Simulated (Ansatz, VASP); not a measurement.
**One calculation of Rb2Re, two programs**

File INCAR:

```
SYSTEM = Rb2Re
  PREC = Accurate
  ENCUT = 600
  EDIFF = 1E-6
  ISMEAR = 0
  SIGMA = 0.1
  LREAL = .False.
  LASPH = .True.
  NELM = 120
  ALGO = Normal
  ISIF = 2
  LWAVE = .False.
  LCHARG = .False.
  GGA = PE
  NBANDS = 34
  GGA_COMPAT = .False.
```

File KPOINTS:

```
regular mesh
0
Gamma
  4 6 6
  0 0 0
```

File POSCAR:

```
Rb2Re
1.0
    0.0000000000      0.0000000000      5.7144142310
    6.1394788611      0.0000000000      0.0000000000
   -3.0697394305      5.3169446597      0.0000000000
Rb Re
4 2
Direct
    0.2500000000      0.3333333333      0.6666666667
    0.7500000000      0.3333333333      0.6666666667
    0.2500000000      0.6666666667      0.3333333333
    0.7500000000      0.6666666667      0.3333333333
    0.0000000000      0.0000000000      0.0000000000
    0.5000000000      0.0000000000      0.0000000000
```

Input for Ansatz:

```yaml
crystal:
  lattice:
    - [0.0, 0.0, 5.714414231]
    - [6.1394788611, 0.0, 0.0]
    - [-3.0697394305, 5.3169446597, 0.0]
  atoms:
    - { symbol: Rb, position: [0.25, 0.3333333333, 0.6666666667] }
    - { symbol: Rb, position: [0.75, 0.3333333333, 0.6666666667] }
    - { symbol: Rb, position: [0.25, 0.6666666667, 0.3333333333] }
    - { symbol: Rb, position: [0.75, 0.6666666667, 0.3333333333] }
    - { symbol: Re, position: [0.0, 0.0, 0.0] }
    - { symbol: Re, position: [0.5, 0.0, 0.0] }
basis:
  ecutwfc: 420
kpoints:
  mp_grid: { grid: [4, 6, 6] }
hamiltonian:
  xc: pbe
scf:
  occupations: { method: gaussian, width: 0.1 }
output:
  forces: true
  stress: true
  eigenvalues: true
```

Alike in both runs: task single point; functional PBE; k mesh 4 × 6 × 6; occupations gaussian, width 0.1 eV; no spin polarisation.

|  | VASP | Ansatz |
| --- | --- | --- |
| version | VASP 6.6.1 | Ansatz 0.2.0 |
| potentials or method | VASP PAW PBE potentials, release 64 (Rb_sv, Re), cutoff 600 eV | scalar-relativistic, plane waves, PAW |
| valence electrons in the cell | 50 | 66 |

```csv
,VASP,Ansatz,Ansatz less VASP
gap on the k mesh at the Fermi level (eV),none,none,-
pressure (GPa),0.1,0.0,-0.08
"traceless stress, the component that is largest in VASP (GPa)",0.41,0.17,-0.240
```

A gap of «none» marks a metal or a gap that the smearing closes. VASP's potentials hold 50 valence electrons a cell and Ansatz's 66, so a difference there can come from the potentials and not from the codes.

Neither program's run includes spin-orbit coupling.
